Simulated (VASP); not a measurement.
Write the native input for VASP 6.6.1 that does the following.

| Quantity | Value |
| --- | --- |
| Task | single point |
| Functional | PBE |
| Potentials or basis | VASP PAW PBE potentials, release 64 (Cd) |
| Cutoff | 520 eV |
| k mesh | 8 × 8 × 11 |
| Occupations | fermi-dirac, width 0.1 eV |
| Spin | no spin polarisation |
| Dipole correction | no |
| Further INCAR settings | ALGO = Normal; EDIFF = 1e-06; NBANDS = 25 |

The structure of Cd lies in POSCAR:

```
Cd
1.0
    4.7475103114      0.0000000000      0.0000000000
   -2.3737551557      4.1114645344      0.0000000000
    0.0000000000      0.0000000000      2.8579294727
Cd
3
Direct
    0.0000000000      0.0000000000      0.0000000000
    0.3333333333      0.6666666667      0.5000000000
    0.6666666667      0.3333333333      0.5000000000
```

This isn't the form of Cd at room conditions, which is hcp.

These files were run (other wordings do the same):

INCAR

```
SYSTEM = Cd
PREC     = Accurate       ! precision mode
ENCUT    = 520            ! plane-wave cutoff, eV
EDIFF    = 1E-6           ! SCF threshold, eV
ISMEAR   = -1             ! smearing method
SIGMA    = 0.1            ! smearing width, eV
LREAL    = .False.        ! projectors in reciprocal space
LASPH    = .True.         ! aspherical terms in the spheres
NELM     = 80             ! most SCF steps
ALGO     = Normal         ! electronic algorithm
ISIF     = 2              ! what is computed and relaxed
LWAVE    = .False.        ! write WAVECAR
LCHARG   = .False.        ! write CHGCAR
GGA      = PE             ! functional
NBANDS   = 25             ! bands
```

KPOINTS

```
Automatic mesh
0
Gamma
  8 8 11
  0 0 0
```

Potentials or basis: VASP PAW PBE potentials, release 64 (Cd).

Launch:

```bash
$ cat potpaw_PBE.64/Cd/POTCAR > POTCAR
$ mpirun -np 1 vasp_std > vasp.out
```

Results of the run:

The pressure is 18.7 GPa and the band gap on the k mesh is zero (bands 18 and 19 overlap by 4.21 eV).

Caveat: the cell stands under pressure.

Run time: 79 s on 1 thread of Intel Xeon 8259CL (shared host), peak memory 0.21 GiB.
